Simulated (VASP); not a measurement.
# V (P6/mmm) in VASP: relaxation of cell and atoms with PBE

Aim: the relaxation of cell and atoms of V with PBE.

Program: VASP 6.6.1. These are calculated values, not measurements. Logs are shortened: lines on timing, memory, paths and dates and some standing lists are left out, and cuts for length are marked.

## 1. The cell of the first run

Symmetry: P6/mmm, No. 191, hexagonal system. The conventional cell has a = 4.499 Å, b = 4.499 Å, c = 2.758 Å, α = 90.00°, β = 90.00°, γ = 120.00°. V (site symmetry 6/mmm) has 14 V at 2.76 to 2.94 Å within 3.6 Å. V (site symmetry -6m2) has 11 V at 2.60 to 2.94 Å within 3.4 Å.

This isn't the form of V at room conditions, which is bcc.

## 2. Relaxation of cell and atoms, PBE, collinear spin, ferrimagnetic start

File INCAR:

```
PREC = Accurate
ENCUT = 600
EDIFF = 1E-7
ISMEAR = 0
SIGMA = 0.1
LREAL = False
LASPH = True
NELM = 150
ALGO = Normal
ISIF = 3
LWAVE = False
LCHARG = False
ISPIN = 2
MAGMOM = 1.31 -0.2 -0.2
LORBIT = 11
LMAXMIX = 4
GGA = PE
IBRION = 2
NSW = 90
EDIFFG = -0.04
```

File KPOINTS:

```
Automatic mesh
0
Gamma
  6 6 6
```

File POSCAR:

```
V
1.0
    4.4991650026      0.0000000000      0.0000000000
   -2.2495825013      3.8963911880      0.0000000000
    0.0000000000      0.0000000000      2.7581837624
V
3
Direct
    0.0000000000      0.0000000000      0.0000000000
    0.3333333333      0.6666666667      0.5000000000
    0.6666666667      0.3333333333      0.5000000000
```

Potentials or basis: VASP PAW PBE potentials, release 64 (V_sv).

Command:

```bash
$ cat potpaw_PBE.64/V_sv/POTCAR > POTCAR
$ mpirun -np 1 vasp_std > vasp.out
```

OUTCAR:

```text
PREC = Accurate
   ENCUT = 600
   EDIFF = 1E-7
   ISMEAR = 0
   LREAL = False
   LASPH = True
   NELM = 150
   ISIF = 3
   ISPIN = 2
   LORBIT = 11
   GGA = PE
   IBRION = 2
   NSW = 90
   EDIFFG = -0.04

 ion  position               nearest neighbor table
   1  0.000  0.000  0.000-
   2  0.333  0.667  0.500-   3 2.60   3 2.60   3 2.60
   3  0.667  0.333  0.500-   2 2.60   2 2.60   2 2.60

  LATTYP: Found a hexagonal cell.
 ALAT       =     4.4991650026
 C/A-ratio  =     0.6130434782

  Lattice vectors:

 A1 = (   4.4991650026,   0.0000000000,   0.0000000000)
 A2 = (  -2.2495825013,   3.8963911880,   0.0000000000)
 A3 = (   0.0000000000,   0.0000000000,   2.7581837624)

Analysis of symmetry for initial positions (statically):
=====================================================================
 Subroutine PRICEL returns:
 Original cell was already a primitive cell.

 Routine SETGRP: Setting up the symmetry group for a
 hexagonal supercell.

 Subroutine GETGRP returns: Found 24 space group operations
 (whereof 24 operations were pure point group operations)
 out of a pool of 24 trial point group operations.

The static configuration has the point symmetry D_6h.

Analysis of symmetry for dynamics (positions and initial velocities):
=====================================================================
 Subroutine PRICEL returns:
 Original cell was already a primitive cell.

 Routine SETGRP: Setting up the symmetry group for a
 hexagonal supercell.

 Subroutine GETGRP returns: Found 24 space group operations
 (whereof 24 operations were pure point group operations)
 out of a pool of 24 trial point group operations.

The dynamic configuration has the point symmetry D_6h.

Analysis of structural, dynamic, and magnetic symmetry:
=====================================================================
 Subroutine PRICEL returns:
 Original cell was already a primitive cell.

 Routine SETGRP: Setting up the symmetry group for a
 hexagonal supercell.

 Subroutine GETGRP returns: Found 24 space group operations
 (whereof 24 operations were pure point group operations)
 out of a pool of 24 trial point group operations.

The overall configuration has the point symmetry D_6h.

 Subroutine INISYM returns: Found 24 space group operations
 (whereof 24 operations are pure point group operations),
 and found     1 'primitive' translations

----------------------------------------------------------------------------------------

                                     Primitive cell

  volume of cell :      48.3524

  direct lattice vectors                    reciprocal lattice vectors
     4.499165003  0.000000000  0.000000000     0.222263464  0.128323871  0.000000000
    -2.249582501  3.896391188  0.000000000     0.000000000  0.256647742  0.000000000
     0.000000000  0.000000000  2.758183762     0.000000000  0.000000000  0.362557424

  length of vectors
     4.499165003  4.499165003  2.758183762     0.256647742  0.256647742  0.362557424

  position of ions in fractional coordinates (direct lattice)
     0.000000000  0.000000000  0.000000000
     0.333333333  0.666666667  0.500000000
     0.666666667  0.333333333  0.500000000

  ion indices of the primitive-cell ions
   primitive index   ion index
                 1           1
                 2           2
                 3           3

----------------------------------------------------------------------------------------

 KPOINTS: Automatic mesh

Automatic generation of k-mesh.
 Grid dimensions read from file:
 generate k-points for:    6    6    6

 Generating k-lattice:

  Cartesian coordinates                     Fractional coordinates (reciprocal lattice)
     0.037043911  0.021387312  0.000000000     0.166666667 -0.000000000  0.000000000
     0.000000000  0.042774624  0.000000000     0.000000000  0.166666667  0.000000000
     0.000000000  0.000000000  0.060426237     0.000000000  0.000000000  0.166666667

  Length of vectors
     0.042774624  0.042774624  0.060426237

  Shift w.r.t. Gamma in fractional coordinates (k-lattice)
     0.000000000  0.000000000  0.000000000

 Subroutine IBZKPT returns following result:
 ===========================================

 Found     28 irreducible k-points:

 Following reciprocal coordinates:
            Coordinates               Weight
  0.000000  0.000000  0.000000      1.000000
  0.166667  0.000000  0.000000      6.000000
  0.333333  0.000000  0.000000      6.000000
  0.500000  0.000000  0.000000      3.000000
  0.166667  0.166667  0.000000      6.000000
  0.333333  0.166667  0.000000     12.000000
[... 16 lines left out ...]
  0.166667  0.000000  0.500000      6.000000
  0.333333  0.000000  0.500000      6.000000
 [... further k-points ...]
   k-points           NKPTS =     28   k-points in BZ     NKDIM =     28   number of bands    NBANDS=     23
   number of dos      NEDOS =    301   number of ions     NIONS =      3
   total plane-waves  NPLWV =  31104
   dimension x,y,z NGX =    36 NGY =   36 NGZ =   24
   dimension x,y,z NGXF=    72 NGYF=   72 NGZF=   48
   ions per type =               3
   NGX,Y,Z   is equivalent  to a cutoff of  13.30, 13.30, 14.47 a.u.
   NGXF,Y,Z  is equivalent  to a cutoff of  26.60, 26.60, 28.93 a.u.
 SYSTEM =  unknown system
   PREC   = accura    normal or accurate (medium, high low for compatibility)
   ISTART =      0    job   : 0-new  1-cont  2-samecut
   ICHARG =      2    charge: 1-file 2-atom 10-const
   ISPIN  =      2    spin polarized calculation?
   LNONCOLLINEAR =      F non collinear calculations
   LSORBIT =      F    spin-orbit coupling
   LASPH  =      T    aspherical Exc in radial PAW
   ENCUT  =  600.0 eV  44.10 Ry    6.64 a.u.   8.99  8.99  5.51*2*pi/ulx,y,z
   NELM   =    150;   NELMIN=  2; NELMDL= -5     # of ELM steps
   EDIFF  = 0.1E-06   stopping-criterion for ELM
   LREAL  =      F    real-space projection
   EDIFFG = -.4E-01   stopping-criterion for IOM
   NSW    =     90    number of steps for IOM
   IBRION =      2    ionic relax: 0-MD 1-quasi-New 2-CG
   NFREE  =      1    steps in history (QN), initial steepest desc. (CG)
   ISIF   =      3    stress and relaxation
   ISYM   =      2    0-nonsym 1-usesym 2-fastsym
   POTIM  = 0.5000    time-step for ionic-motion
   TEBEG  =    0.0;   TEEND  =   0.0 temperature during run
   PSTRESS=    0.0 pullay stress
   NELECT =      39.0000    total number of electrons
   NUPDOWN=      -1.0000    fix difference up-down
   EMIN   =  10.00;   EMAX   =-10.00  energy-range for DOS
   EFERMI =   0.00;   METHOD = LEGACY
   ISMEAR =     0;   SIGMA  =   0.10  broadening in eV -4-tet -1-fermi 0-gaus
   EFERMI_NEDOS =   21; number of points for ismear=-14 and -15
   IALGO  =     38    algorithm
   IMIX   =      4    mixing-type and parameters
     AMIX     =   0.40;   BMIX     =  1.00
     AMIX_MAG =   1.60;   BMIX_MAG =  1.00
  volume/ion in A,a.u.               =      16.12       108.77
  Fermi-wavevector in a.u.,A,eV,Ry     =   1.523902  2.879758 31.596516  2.322278
  Thomas-Fermi vector in A             =   2.632282
   LORBIT       =     11    0 simple, 1 ext, 2 COOP (PROOUT), +10 PAW based schemes
   GGA     = PE    functional components
   LHFCALC =     F    Hartree Fock is set to
   AEXX    =    0.0000 exact exchange contribution
   IVDW    =     0    specifies the selected vdW correction
   LEPSILON=     F    determine dielectric tensor
   LRPA    =     F    only Hartree local field effects (RPA)
 conjugate gradient relaxation of ions
 spin polarized calculation
 Gauss-broadening in eV      SIGMA  =   0.10
  energy-cutoff  :      600.00
  volume of cell :       48.35
 maximum number of plane-waves:      1647
 NGX is ok and might be reduce to    36
   NGX = 17   NGY = 17   NGZ = 11

--------------------------------------- Ionic step        1  -------------------------------------------

 number of electron      39.0000024 magnetization       0.9735424

 Free energy of the ion-electron system (eV)
  ---------------------------------------------------
  ext. energy  EPLUGINS =         0.00000000
  ---------------------------------------------------
  free energy    TOTEN  =       -25.76010826 eV

  energy without entropy =      -25.73672368  energy(sigma->0) =      -25.74841597

------------------------ aborting loop because EDIFF is reached ----------------------------------------

  FORCE on cell =-STRESS in cart. coord.  units (eV):
  Direction    XX          YY          ZZ          XY          YZ          ZX
  --------------------------------------------------------------------------------------
  -------------------------------------------------------------------------------------
  Total       -3.9785332     -3.9785332     -8.5072290      0.0000000     -0.0000000      0.0000000
  in kB     -131.8305004   -131.8305004   -281.8908866      0.0000000     -0.0000000      0.0000000
  external PRESSURE =    -181.8506292 kB  Pullay stress =       0.0000000 kB
[... 139 lines left out ...]
  energy  without entropy=      -26.5070169447  energy(sigma->0) =      -26.52337944

--------------------------------------- Ionic step        5  -------------------------------------------

 number of electron      38.9999987 magnetization      -0.0026204

 E-fermi :  10.0000     XC(G=0): -12.9278

 val. band max:        9.9953165920   @ k =   0.0000   0.0000   0.1667
 cond. band min:      10.0053582552   @ k =   0.3333   0.0000   0.1667
 fundamental gap:      0.0100416632
 Fermi energy:        10.0000018483

 spin component 1

 k-point     1 :       0.0000    0.0000    0.0000
  band No.  band energies     occupation
      1     -53.8912      1.00000
      2     -53.7395      1.00000
      3     -53.6715      1.00000
      4     -27.8935      1.00000
      5     -27.8935      1.00000
      6     -27.7771      1.00000
[... 1316 lines left out ...]
--------------------------------------- Ionic step        7  -------------------------------------------

 number of electron      38.9999989 magnetization      -0.0002268

 number of electron      38.9999989 magnetization       0.0000991

 Free energy of the ion-electron system (eV)
  ---------------------------------------------------
  ext. energy  EPLUGINS =         0.00000000
  ---------------------------------------------------
  free energy    TOTEN  =       -26.55822002 eV

  energy without entropy =      -26.52531506  energy(sigma->0) =      -26.54176754

 E-fermi :   9.7123     XC(G=0): -12.8014

 val. band max:        9.7046869340   @ k =   0.3333   0.0000   0.3333
 cond. band min:       9.7124508333   @ k =   0.3333   0.0000   0.1667
 fundamental gap:      0.0077638993
 Fermi energy:         9.7122869571

 spin component 1

 k-point     1 :       0.0000    0.0000    0.0000
  band No.  band energies     occupation
      1     -54.2018      1.00000
      2     -54.0668      1.00000
      3     -53.9980      1.00000
      4     -28.1929      1.00000
      5     -28.1929      1.00000
      6     -28.0906      1.00000
[... 1273 lines left out ...]
  FREE ENERGIE OF THE ION-ELECTRON SYSTEM (eV)
  ---------------------------------------------------
  free  energy   TOTEN  =       -26.5582200162 eV

  energy  without entropy=      -26.5253150591  energy(sigma->0) =      -26.54176754

 reached required accuracy - stopping structural energy minimisation

 total charge

# of ion       s       p       d       tot
------------------------------------------
    1        2.333   6.226   3.059  11.618
    2        2.341   6.206   3.135  11.683
    3        2.341   6.206   3.135  11.683
--------------------------------------------------
tot          7.015  18.639   9.329  34.984

 magnetization (x)

# of ion       s       p       d       tot
------------------------------------------
    1        0.000   0.000   0.000   0.000
    2        0.000   0.000   0.000   0.000
    3        0.000   0.000   0.000   0.000
--------------------------------------------------
tot          0.000   0.000   0.000   0.000
```

It took 11 min on 1 thread of Intel Xeon 8259CL, shared host; peak memory 0.24 GiB.

What came out:

```yaml
Free_energy: -26.5582 eV
Relaxed_volume: 13.67 Å³/atom
Relaxed_cell: a = 4.436 Å, b = 4.436 Å, c = 2.407 Å, α = 90.00°, β = 90.00°, γ = 120.00°
Space_group_after_relaxing_to_0.1_Å: P6/mmm (No. 191)
Energy_gained_by_relaxing: 266.0 meV/atom
Ionic_steps: 7
Pressure_after_relaxing: 0.0 GPa
Net_moment: 0.00 μB per cell
Valence_electrons_inside_the_program's_atomic_spheres: V 11.62, 11.68 (each value once)
```

Step by step:
| step | energy change (eV) | largest force (eV/Å) | pressure (GPa) | volume (Å³) |
| --- | --- | --- | --- | --- |
| 1 | 0.0000 | 0.0000 | -18.19 | 48.35 |
| 2 | -0.4345 | 0.0000 | 25.52 | 36.57 |
| 3 | -0.6768 | 0.0000 | 3.94 | 40.21 |
| 4 | -0.7796 | 0.0000 | 4.65 | 40.03 |
| 5 | -0.7858 | 0.0000 | 4.27 | 40.08 |
| 6 | -0.7866 | 0.0000 | -3.80 | 41.97 |
| 7 | -0.7981 | 0.0000 | -0.02 | 41.02 |

Final structure:
```
V
1.0
     4.43607    0.00000    0.00000
    -2.21804    3.84175    0.00000
     0.00000    0.00000    2.40697
V
3
Direct
  0.00000 0.00000 0.00000
  0.33333 0.66667 0.50000
  0.66667 0.33333 0.50000
```

Caveat: the k points lie up to 0.44 Å⁻¹ apart in the final cell; the volume moved by over 15 % at a fixed basis, so the end points are rough.
